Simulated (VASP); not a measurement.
# Os (P6_3/mmc) in VASP: notebook

Os is run at these levels: r2SCAN; tasks: single point.

Everything below comes from runs of VASP 6.6.1. Logs are shortened: lines on timing, memory, paths and dates and some standing lists are left out, and cuts for length are marked.

### Step 1. The cell of the first run

Symmetry: P6_3/mmc, No. 194, hexagonal system. Conventional cell: a = 2.831 Å, b = 2.831 Å, c = 9.085 Å, α = 90.00°, β = 90.00°, γ = 120.00°. Within 3.7 Å of Os (site symmetry -3m) lie 12 Os at 2.80 to 2.83 Å. Within 3.7 Å of Os (site symmetry -6m2) lie 12 Os at 2.80 to 2.83 Å.

### Step 2. Single point, r2SCAN (volume scaled by 1.12)

POSCAR

```
Os
1.0
    2.8308171209      0.0000000000      0.0000000000
   -1.4154085604      2.4515595401      0.0000000000
    0.0000000000      0.0000000000      9.0846233082
Os
4
Direct
    1.0000000000      0.0000000000      0.0000000000
    1.0000000000      0.0000000000      0.5000000000
    0.3333333333      0.6666666667      0.2500000000
    0.6666666667      0.3333333333      0.7500000000
```

INCAR.step1

```
SYSTEM = Os
PREC = Accurate ; ENCUT = 520
ISMEAR = -1 ; SIGMA = 0.1
LREAL = .False. ; LASPH = .True.
NELM = 100 ; NBANDS = 24
GGA = PE ; ALGO = Normal
EDIFF = 1E-4 ; LWAVE = .True.
LCHARG = .False.
```

INCAR.step2

```
SYSTEM = Os
PREC = Accurate ; ENCUT = 520
EDIFF = 1E-6 ; ISMEAR = -1
SIGMA = 0.1 ; LREAL = .False.
LASPH = .True. ; NELM = 100
ALGO = Normal ; ISIF = 2
LWAVE = .False. ; LCHARG = .True.
METAGGA = R2SCAN ; LMIXTAU = .True.
LELF = .True. ; LVHAR = .True.
NBANDS = 24 ; ISTART = 1
```

KPOINTS

```
regular mesh
0
Gamma
  15 15 4
  0 0 0
```

Potentials or basis: VASP PAW PBE potentials, release 64 (Os).

Launch:

```bash
cat potpaw_PBE.64/Os/POTCAR > POTCAR
cp INCAR.step1 INCAR
mpirun -np 1 vasp_std > vasp.out
cp INCAR.step2 INCAR
mpirun -np 1 vasp_std > vasp.out
```

OUTCAR:

```text
SYSTEM = Os
   PREC = Accurate
   ENCUT = 520
   EDIFF = 1E-6
   ISMEAR = -1
   LREAL = .False.
   LASPH = .True.
   NELM = 100
   ISIF = 2
   METAGGA = R2SCAN
   ISTART = 1

 ion  position               nearest neighbor table
   1  0.000  0.000  0.000-   3 2.80   4 2.80   3 2.80   4 2.80   4 2.80   3 2.80
   2  0.000  0.000  0.500-   3 2.80   4 2.80   3 2.80   4 2.80   4 2.80   3 2.80
   3  0.333  0.667  0.250-   1 2.80   2 2.80   1 2.80   2 2.80   1 2.80   2 2.80
   4  0.667  0.333  0.750-   1 2.80   2 2.80   1 2.80   2 2.80   1 2.80   2 2.80

  LATTYP: Found a hexagonal cell.
 ALAT       =     2.8308171209
 C/A-ratio  =     3.2091876374

  Lattice vectors:

 A1 = (   2.8308171209,   0.0000000000,   0.0000000000)
 A2 = (  -1.4154085604,   2.4515595401,   0.0000000000)
 A3 = (   0.0000000000,   0.0000000000,   9.0846233082)

Analysis of symmetry for initial positions (statically):
=====================================================================
 Subroutine PRICEL returns:
 Original cell was already a primitive cell.

 Routine SETGRP: Setting up the symmetry group for a
 hexagonal supercell.

 Subroutine GETGRP returns: Found 24 space group operations
 (whereof 12 operations were pure point group operations)
 out of a pool of 24 trial point group operations.

The static configuration has the point symmetry D_3d.
 The point group associated with its full space group is D_6h.

Analysis of symmetry for dynamics (positions and initial velocities):
=====================================================================
 Subroutine PRICEL returns:
 Original cell was already a primitive cell.

 Routine SETGRP: Setting up the symmetry group for a
 hexagonal supercell.

 Subroutine GETGRP returns: Found 24 space group operations
 (whereof 12 operations were pure point group operations)
 out of a pool of 24 trial point group operations.

The dynamic configuration has the point symmetry D_3d.
 The point group associated with its full space group is D_6h.

 Subroutine INISYM returns: Found 24 space group operations
 (whereof 12 operations are pure point group operations),
 and found     1 'primitive' translations

----------------------------------------------------------------------------------------

                                     Primitive cell

  volume of cell :      63.0465

  direct lattice vectors                    reciprocal lattice vectors
     2.830817121  0.000000000  0.000000000     0.353254893  0.203951808  0.000000000
    -1.415408560  2.451559540  0.000000000     0.000000000  0.407903615  0.000000000
     0.000000000  0.000000000  9.084623308     0.000000000  0.000000000  0.110076111

  length of vectors
     2.830817121  2.830817121  9.084623308     0.407903615  0.407903615  0.110076111

  position of ions in fractional coordinates (direct lattice)
     0.000000000  0.000000000  0.000000000
     0.000000000  0.000000000  0.500000000
     0.333333333  0.666666667  0.250000000
     0.666666667  0.333333333  0.750000000

  ion indices of the primitive-cell ions
   primitive index   ion index
                 1           1
                 2           2
                 3           3
                 4           4

----------------------------------------------------------------------------------------

 KPOINTS: regular mesh

Automatic generation of k-mesh.
 Grid dimensions read from file:
 generate k-points for:   15   15    4

 Generating k-lattice:

  Cartesian coordinates                     Fractional coordinates (reciprocal lattice)
     0.023550326  0.013596787  0.000000000     0.066666667  0.000000000  0.000000000
     0.000000000  0.027193574  0.000000000     0.000000000  0.066666667  0.000000000
     0.000000000  0.000000000  0.027519028     0.000000000  0.000000000  0.250000000

  Length of vectors
     0.027193574  0.027193574  0.027519028

  Shift w.r.t. Gamma in fractional coordinates (k-lattice)
     0.000000000  0.000000000  0.000000000

 Subroutine IBZKPT returns following result:
 ===========================================

 Found     81 irreducible k-points:

 Following reciprocal coordinates:
            Coordinates               Weight
  0.000000  0.000000  0.000000      1.000000
  0.066667 -0.000000  0.000000      6.000000
  0.133333 -0.000000  0.000000      6.000000
  0.200000  0.000000  0.000000      6.000000
  0.266667 -0.000000  0.000000      6.000000
  0.333333 -0.000000  0.000000      6.000000
[... 16 lines left out ...]
  0.333333  0.200000  0.000000     12.000000
  0.400000  0.200000  0.000000      6.000000
 [... further k-points ...]
   k-points           NKPTS =     81   k-points in BZ     NKDIM =     81   number of bands    NBANDS=     24
   number of dos      NEDOS =    301   number of ions     NIONS =      4
   total plane-waves  NPLWV =  40320
   dimension x,y,z NGX =    24 NGY =   24 NGZ =   70
   dimension x,y,z NGXF=    48 NGYF=   48 NGZF=  140
   ions per type =               4
   NGX,Y,Z   is equivalent  to a cutoff of  14.09, 14.09, 12.81 a.u.
   NGXF,Y,Z  is equivalent  to a cutoff of  28.19, 28.19, 25.62 a.u.
 SYSTEM =  Os
   PREC   = accura    normal or accurate (medium, high low for compatibility)
   ISTART =      1    job   : 0-new  1-cont  2-samecut
   ICHARG =      0    charge: 1-file 2-atom 10-const
   ISPIN  =      1    spin polarized calculation?
   LNONCOLLINEAR =      F non collinear calculations
   LSORBIT =      F    spin-orbit coupling
   LASPH  =      T    aspherical Exc in radial PAW
   ENCUT  =  520.0 eV  38.22 Ry    6.18 a.u.   5.26  5.26 16.89*2*pi/ulx,y,z
   NELM   =    100;   NELMIN=  2; NELMDL=  0     # of ELM steps
   EDIFF  = 0.1E-05   stopping-criterion for ELM
   LREAL  =      F    real-space projection
   EDIFFG = 0.1E-04   stopping-criterion for IOM
   NSW    =      0    number of steps for IOM
   IBRION =     -1    ionic relax: 0-MD 1-quasi-New 2-CG
   NFREE  =      0    steps in history (QN), initial steepest desc. (CG)
   ISIF   =      2    stress and relaxation
   ISYM   =      2    0-nonsym 1-usesym 2-fastsym
   POTIM  = 0.5000    time-step for ionic-motion
   TEBEG  =    0.0;   TEEND  =   0.0 temperature during run
   PSTRESS=    0.0 pullay stress
   NELECT =      32.0000    total number of electrons
   NUPDOWN=      -1.0000    fix difference up-down
   EMIN   =  10.00;   EMAX   =-10.00  energy-range for DOS
   EFERMI =   0.00;   METHOD = LEGACY
   ISMEAR =    -1;   SIGMA  =   0.10  broadening in eV -4-tet -1-fermi 0-gaus
   EFERMI_NEDOS =   21; number of points for ismear=-14 and -15
   IALGO  =     38    algorithm
   IMIX   =      4    mixing-type and parameters
     AMIX     =   0.40;   BMIX     =  1.00
     AMIX_MAG =   1.60;   BMIX_MAG =  1.00
  volume/ion in A,a.u.               =      15.76       106.36
  Fermi-wavevector in a.u.,A,eV,Ry     =   1.305883  2.467762 23.202446  1.705332
  Thomas-Fermi vector in A             =   2.436723
   LORBIT       =      0    0 simple, 1 ext, 2 COOP (PROOUT), +10 PAW based schemes
   METAGGA = R2SCAN    functional components
   LHFCALC =     F    Hartree Fock is set to
   AEXX    =    0.0000 exact exchange contribution
   IVDW    =     0    specifies the selected vdW correction
   LEPSILON=     F    determine dielectric tensor
   LRPA    =     F    only Hartree local field effects (RPA)
 non-spin polarized calculation
  energy-cutoff  :      520.00
  volume of cell :       63.05
 maximum number of plane-waves:      1722
 NGX is ok and might be reduce to    24
   NGX = 11   NGY = 11   NGZ = 33

 number of electron      32.0000001 magnetization

 Free energy of the ion-electron system (eV)
  ---------------------------------------------------
  ext. energy  EPLUGINS =         0.00000000
  ---------------------------------------------------
  free energy    TOTEN  =      -210.79146531 eV

  energy without entropy =     -210.66623975  energy(sigma->0) =     -210.72885253

 E-fermi :   7.5174     XC(G=0): -14.6074

 val. band max:        7.5112602682   @ k =   0.2667   0.2667   0.0000
 cond. band min:       7.5273047232   @ k =   0.4667   0.0667   0.0000
 fundamental gap:      0.0160444550
 Fermi energy:         7.5173561950

 k-point     1 :       0.0000    0.0000    0.0000
  band No.  band energies     occupation
      1      -2.7969      2.00000
      2      -0.5281      2.00000
      3      -0.5255      2.00000
      4       0.4918      2.00000
      5       4.2585      2.00000
      6       4.2962      2.00000
[... 16 lines left out ...]
     23       9.3665      0.00000
     24       9.3665      0.00000

 k-point     2 :       0.0667   -0.0000    0.0000
  band No.  band energies     occupation
      1      -2.6290      2.00000
      2      -0.3719      2.00000
      3      -0.3692      2.00000
      4       0.6458      2.00000
      5       4.0262      2.00000
      6       4.1842      2.00000
[... 16 lines left out ...]
     23       9.3925      0.00000
     24      10.1472      0.00000

 k-point     3 :       0.1333   -0.0000    0.0000
  band No.  band energies     occupation
      1      -2.1429      2.00000
      2       0.0576      2.00000
      3       0.0608      2.00000
      4       1.0693      2.00000
      5       3.5865      2.00000
      6       3.9036      2.00000
[... 16 lines left out ...]
     23       9.4661      0.00000
     24      11.5575      0.00000

 k-point     4 :       0.2000    0.0000    0.0000
  band No.  band energies     occupation
      1      -1.3982      2.00000
      2       0.6107      2.00000
      3       0.6149      2.00000
      4       1.6100      2.00000
      5       3.1931      2.00000
      6       3.5475      2.00000
[... 16 lines left out ...]
     23       9.5676      0.00000
     24      13.0842      0.00000

 k-point     5 :       0.2667   -0.0000    0.0000
  band No.  band energies     occupation
      1      -0.5214      2.00000
      2       0.9857      2.00000
      3       1.0048      2.00000
      4       1.8966      2.00000
      5       2.9861      2.00000
      6       3.1553      2.00000
[... 16 lines left out ...]
     23       9.6690      0.00000
     24      14.5564      0.00000

 k-point     6 :       0.3333   -0.0000    0.0000
  band No.  band energies     occupation
      1       0.2191      2.00000
      2       0.9830      2.00000
      3       1.1638      2.00000
      4       1.7848      2.00000
      5       2.7668      2.00000
      6       2.7703      2.00000
[... 16 lines left out ...]
     23       9.7543      0.00000
     24      14.9318      0.00000
[... 379 lines left out ...]
 k-point    21 :       0.2000    0.2000    0.0000
  band No.  band energies     occupation
      1       0.7979      2.00000
      2       1.5371      2.00000
      3       1.5587      2.00000
      4       2.6678      2.00000
      5       2.6803      2.00000
      6       2.8367      2.00000
[... 16 lines left out ...]
     23      10.5606      0.00000
     24      15.2035      0.00000

 k-point    22 :       0.2667    0.2000    0.0000
  band No.  band energies     occupation
      1       1.3954      2.00000
      2       1.5898      2.00000
      3       1.8530      2.00000
      4       2.4520      2.00000
      5       2.4980      2.00000
      6       3.0018      2.00000
[... 16 lines left out ...]
     23      11.5422      0.00000
     24      15.4597      0.00000

 k-point    23 :       0.3333    0.2000    0.0000
  band No.  band energies     occupation
      1       1.4196      2.00000
      2       1.4802      2.00000
      3       2.2309      2.00000
      4       2.5351      2.00000
      5       2.6297      2.00000
      6       2.9614      2.00000
[... 16 lines left out ...]
     23      12.8233      0.00000
     24      14.0100      0.00000

 k-point    24 :       0.4000    0.2000    0.0000
  band No.  band energies     occupation
      1       1.4081      2.00000
      2       1.4225      2.00000
      3       2.1600      2.00000
      4       2.8256      2.00000
      5       2.8530      2.00000
      6       2.9570      2.00000
[... 16 lines left out ...]
     23      13.4585      0.00000
     24      13.6368      0.00000

 [... further k-points ...]

------------------------ aborting loop because EDIFF is reached ----------------------------------------

  FORCE on cell =-STRESS in cart. coord.  units (eV):
  Direction    XX          YY          ZZ          XY          YZ          ZX
  --------------------------------------------------------------------------------------
  -------------------------------------------------------------------------------------
  Total      -14.2912654    -14.2912654    -14.3660350     -0.0000000      0.0000000      0.0000000
  in kB     -363.1784620   -363.1784620   -365.0785518     -0.0000000      0.0000000      0.0000000
  external PRESSURE =    -363.8118253 kB  Pullay stress =       0.0000000 kB

 VOLUME and BASIS-vectors are now :
 -----------------------------------------------------------------------------
  energy-cutoff  :      520.00
  volume of cell :       63.05
      direct lattice vectors                 reciprocal lattice vectors
     2.830817121  0.000000000  0.000000000     0.353254893  0.203951808  0.000000000
    -1.415408560  2.451559540  0.000000000     0.000000000  0.407903615  0.000000000
     0.000000000  0.000000000  9.084623308     0.000000000  0.000000000  0.110076111

 POSITION                                       TOTAL-FORCE (eV/Angst)
 -----------------------------------------------------------------------------------
      0.00000      0.00000      0.00000        -0.000000      0.000000     -0.000000
      0.00000      0.00000      4.54231        -0.000000      0.000000     -0.000000
     -0.00000      1.63437      2.27116        -0.000000     -0.000000     -0.000000
      1.41541      0.81719      6.81347         0.000000      0.000000      0.000000
 -----------------------------------------------------------------------------------
    total drift:                               -0.000000      0.000000      0.000000

  FREE ENERGIE OF THE ION-ELECTRON SYSTEM (eV)
  ---------------------------------------------------
  free  energy   TOTEN  =      -210.7914653054 eV

  energy  without entropy=     -210.6662397544  energy(sigma->0) =     -210.72885253
```

Wall time 12 min (1 thread of Oxide Virtual Turin-like, shared host); peak memory 0.23 GiB.

Results:

```
Free energy            : -210.7915 eV
Pressure               : -36.4 GPa
Band gap on the k mesh : zero (band 16 reaches 9.35 eV, above the bottom of band 17 at 6.28 eV)
```

Levels at points of the mesh, in eV from the Fermi level:
```
           k point  band 12  band 13  band 14  band 15  band 16  band 17  band 18  band 19  band 20  band 21
(0.00, 0.00, 0.00)    -2.28    -2.28    -2.16    -2.16    -0.76    -0.76    -0.08     0.02     0.02     0.77
(0.00, 0.00, 0.50)    -2.48    -2.48    -2.48    -1.85    -1.85    -0.31    -0.31    -0.31    -0.31     1.33
```

Caveat: the PAW data sets were made with another functional, which shifts forces and pressure a little; spin-orbit coupling is left out, which moves the levels of the heavy elements.

(Continued in part 2 of 2.)
